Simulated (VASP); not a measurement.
# TiC (P-6m2) in VASP: a series of runs, part 2 of 2

VASP 6.6.1. The steps go on from the part before.

## 5. Single point, PBE

This run uses another cell than the first one, of 10.81 Å³/atom, 0.773 times its volume.

Input file INCAR:

```
SYSTEM = TiC
PREC = Accurate ; ENCUT = 520
EDIFF = 1E-7 ; ISMEAR = 0
SIGMA = 0.1 ; LREAL = .False.
LASPH = .True. ; NELM = 100
ALGO = Normal ; ISIF = 2
LWAVE = .False. ; LCHARG = .True.
GGA = PE ; LELF = .True.
LVHAR = .True. ; NBANDS = 15
```

Input file KPOINTS:

```
regular mesh
0
Gamma
  24 24 20
  0 0 0
```

Input file POSCAR:

```
TiC
1.0
    3.0420870095      0.0000000000      0.0000000000
   -1.5210435047      2.6345246308      0.0000000000
    0.0000000000      0.0000000000      2.6979692194
Ti C
1 1
Direct
    0.3333333333      0.6666666667      0.5000000000
    0.6666666667      0.3333333333      0.0000000000
```

Potentials or basis: VASP PAW PBE potentials, release 64 (Ti_sv, C).

Command:

```bash
> cat potpaw_PBE.64/Ti_sv/POTCAR potpaw_PBE.64/C/POTCAR > POTCAR
> mpirun -np 1 vasp_std > vasp.out
```

OUTCAR:

```text
SYSTEM = TiC
   PREC = Accurate
   ENCUT = 520
   EDIFF = 1E-7
   ISMEAR = 0
   LREAL = .False.
   LASPH = .True.
   NELM = 100
   ISIF = 2
   GGA = PE

 ion  position               nearest neighbor table
   1  0.333  0.667  0.500-   2 2.21   2 2.21   2 2.21   2 2.21   2 2.21   2 2.21
   2  0.667  0.333  0.000-   1 2.21   1 2.21   1 2.21   1 2.21   1 2.21   1 2.21

  LATTYP: Found a hexagonal cell.
 ALAT       =     3.0420870095
 C/A-ratio  =     0.8868810165

  Lattice vectors:

 A1 = (   3.0420870095,   0.0000000000,   0.0000000000)
 A2 = (  -1.5210435047,   2.6345246308,   0.0000000000)
 A3 = (   0.0000000000,   0.0000000000,   2.6979692194)

Analysis of symmetry for initial positions (statically):
=====================================================================
 Subroutine PRICEL returns:
 Original cell was already a primitive cell.

 Routine SETGRP: Setting up the symmetry group for a
 hexagonal supercell.

 Subroutine GETGRP returns: Found 12 space group operations
 (whereof 12 operations were pure point group operations)
 out of a pool of 24 trial point group operations.

The static configuration has the point symmetry D_3h.

Analysis of symmetry for dynamics (positions and initial velocities):
=====================================================================
 Subroutine PRICEL returns:
 Original cell was already a primitive cell.

 Routine SETGRP: Setting up the symmetry group for a
 hexagonal supercell.

 Subroutine GETGRP returns: Found 12 space group operations
 (whereof 12 operations were pure point group operations)
 out of a pool of 24 trial point group operations.

The dynamic configuration has the point symmetry D_3h.

 Subroutine INISYM returns: Found 12 space group operations
 (whereof 12 operations are pure point group operations),
 and found     1 'primitive' translations

----------------------------------------------------------------------------------------

[... 116 lines left out ...]
   LORBIT       =      0    0 simple, 1 ext, 2 COOP (PROOUT), +10 PAW based schemes
   GGA     = PE    functional components
   LHFCALC =     F    Hartree Fock is set to
   AEXX    =    0.0000 exact exchange contribution
   IVDW    =     0    specifies the selected vdW correction
   LEPSILON=     F    determine dielectric tensor
   LRPA    =     F    only Hartree local field effects (RPA)
 non-spin polarized calculation
 Gauss-broadening in eV      SIGMA  =   0.10
  energy-cutoff  :      520.00
  volume of cell :       21.62
 maximum number of plane-waves:       596
 NGX is ok and might be reduce to    24
   NGX = 11   NGY = 11   NGZ = 11

 number of electron      16.0000002 magnetization

 Free energy of the ion-electron system (eV)
  ---------------------------------------------------
  ext. energy  EPLUGINS =         0.00000000
  ---------------------------------------------------
  free energy    TOTEN  =       -17.35617533 eV

  energy without entropy =      -17.35495908  energy(sigma->0) =      -17.35556720

 E-fermi :   8.5920     XC(G=0): -12.2947

 val. band max:        8.5758608378   @ k =   0.2917   0.1250   0.0000
 cond. band min:       8.5923472968   @ k =   0.4167   0.0000   0.0500
 fundamental gap:      0.0164864591
 Fermi energy:         8.5919698813

 k-point     1 :       0.0000    0.0000    0.0000
  band No.  band energies     occupation
      1     -47.9298      2.00000
      2     -24.0872      2.00000
      3     -24.0872      2.00000
      4     -23.6257      2.00000
      5      -3.3823      2.00000
      6       7.0269      2.00000
      7       7.0269      2.00000
      8       7.6641      2.00000
      9      10.9167      0.00000
     10      11.9539      0.00000
     11      11.9539      0.00000
     12      14.2930      0.00000
     13      14.2930      0.00000
     14      16.1403      0.00000
[... 401 lines left out ...]
      2     -24.4848      2.00000
      3     -24.1826      2.00000
      4     -23.5781      2.00000
      5      -0.9895      2.00000
      6       3.7891      2.00000
      7       7.7618      2.00000
      8       8.3254      1.99984
      9       8.9089      0.00001
     10      11.6284      0.00000
     11      12.0471      0.00000
     12      12.3532      0.00000
     13      15.2475      0.00000
     14      19.5430      0.00000
     15      23.1882      0.00000

 [... further k-points ...]
[... 5 lines left out ...]
  --------------------------------------------------------------------------------------
  -------------------------------------------------------------------------------------
  Total        0.0271573      0.0271573      0.0269236      0.0000000      0.0000000      0.0000000
  in kB        2.0122715      2.0122715      1.9949558      0.0000000      0.0000000      0.0000000
  external PRESSURE =       2.0064996 kB  Pullay stress =       0.0000000 kB

 VOLUME and BASIS-vectors are now :
 -----------------------------------------------------------------------------
  energy-cutoff  :      520.00
  volume of cell :       21.62
      direct lattice vectors                 reciprocal lattice vectors
     3.042087009  0.000000000  0.000000000     0.328721696  0.189787559  0.000000000
    -1.521043505  2.634524631  0.000000000     0.000000000  0.379575119  0.000000000
     0.000000000  0.000000000  2.697969219     0.000000000  0.000000000  0.370649151

 POSITION                                       TOTAL-FORCE (eV/Angst)
 -----------------------------------------------------------------------------------
     -0.00000      1.75635      1.34898        -0.000000      0.000000      0.000000
      1.52104      0.87817      0.00000         0.000000      0.000000      0.000000
 -----------------------------------------------------------------------------------
    total drift:                                0.000001     -0.000000     -0.000000

  FREE ENERGIE OF THE ION-ELECTRON SYSTEM (eV)
  ---------------------------------------------------
  free  energy   TOTEN  =       -17.3561753253 eV

  energy  without entropy=      -17.3549590752  energy(sigma->0) =      -17.35556720
```

OSZICAR:

```text
N       E                     dE             d eps       ncg     rms          rms(c)
DAV:   1     0.128813220082E+03    0.12881E+03   -0.82670E+03 20130   0.130E+03
DAV:   2    -0.114786234448E+02   -0.14029E+03   -0.13104E+03 21222   0.340E+02
DAV:   3    -0.229450440714E+02   -0.11466E+02   -0.11289E+02 35780   0.879E+01
DAV:   4    -0.232805971673E+02   -0.33555E+00   -0.33504E+00 22554   0.132E+01
DAV:   5    -0.232890977787E+02   -0.85006E-02   -0.85003E-02 27252   0.179E+00    0.173E+01
DAV:   6    -0.186700995912E+02    0.46190E+01   -0.12592E+01 29191   0.573E+01    0.935E+00
DAV:   7    -0.174216897011E+02    0.12484E+01   -0.29101E+00 24785   0.269E+01    0.482E+00
DAV:   8    -0.173740429588E+02    0.47647E-01   -0.19404E-01 22125   0.473E+00    0.303E+00
DAV:   9    -0.173576543197E+02    0.16389E-01   -0.98031E-02 29682   0.422E+00    0.628E-01
DAV:  10    -0.173577347839E+02   -0.80464E-04   -0.11531E-02 22483   0.112E+00    0.476E-01
DAV:  11    -0.173565663532E+02    0.11684E-02   -0.32190E-03 23497   0.834E-01    0.220E-01
DAV:  12    -0.173561808700E+02    0.38548E-03   -0.36982E-04 26587   0.333E-01    0.424E-02
DAV:  13    -0.173561761010E+02    0.47690E-05   -0.60255E-05 22027   0.896E-02    0.959E-03
DAV:  14    -0.173561757422E+02    0.35882E-06   -0.21522E-06 27538   0.216E-02    0.446E-03
DAV:  15    -0.173561754222E+02    0.32001E-06   -0.67044E-07 26178   0.128E-02    0.129E-03
DAV:  16    -0.173561753069E+02    0.11529E-06   -0.61768E-08 13782   0.449E-03    0.791E-04
DAV:  17    -0.173561753253E+02   -0.18373E-07   -0.18141E-08 10933   0.192E-03
   1 F= -.17356175E+02 E0= -.17355567E+02  d E =-.121625E-02
```

Run time: 2.2 min. Hardware: 1 thread of AMD EPYC 9R14 (Zen 4), shared host; peak memory 0.29 GiB.

Results:

- Free energy: -17.3562 eV
- Pressure: 0.2 GPa
- Band gap on the k mesh: zero (band 8 reaches 8.66 eV, above the bottom of band 9 at 8.52 eV)

## 6. The runs side by side

| task | cell | k mesh | cutoff (eV) | smearing | gap on the mesh (eV) | pressure (GPa) | relaxed volume (Å³/atom) |
| --- | --- | --- | --- | --- | --- | --- | --- |
| relaxation of cell and atoms | relaxed from a = 3.213, b = 3.213, c = 3.128 Å, angles 90.0, 90.0, 120.0°, 2 atoms | 6 × 6 × 6 | 600 | gaussian 0.1 eV | 0.27 | 0.0 | 10.83 |
| single point | a = 3.043, b = 3.043, c = 2.697 Å, angles 90.0, 90.0, 120.0°, 2 atoms | 12 × 12 × 14 | 520 | gaussian 0.01 eV | none | 0.1 | - |
| relaxation of cell and atoms | relaxed from a = 3.053, b = 3.053, c = 2.684 Å, angles 90.0, 90.0, 120.0°, 2 atoms | 12 × 12 × 14 | 600 | gaussian 0.01 eV | none | 0.0 | 10.82 |
| single point | a = 3.042, b = 3.042, c = 2.698 Å, angles 90.0, 90.0, 120.0°, 2 atoms | 24 × 24 × 20 | 520 | gaussian 0.1 eV | none | 0.2 | - |

Alike in all rows: level PBE; potentials or basis VASP PAW PBE potentials, release 64 (Ti_sv, C); no spin polarisation.

Caveats: the volume moved by over 15 % at a fixed basis, so the end points are rough (some runs).

Absolute energies hang on the potentials; compare differences alone.
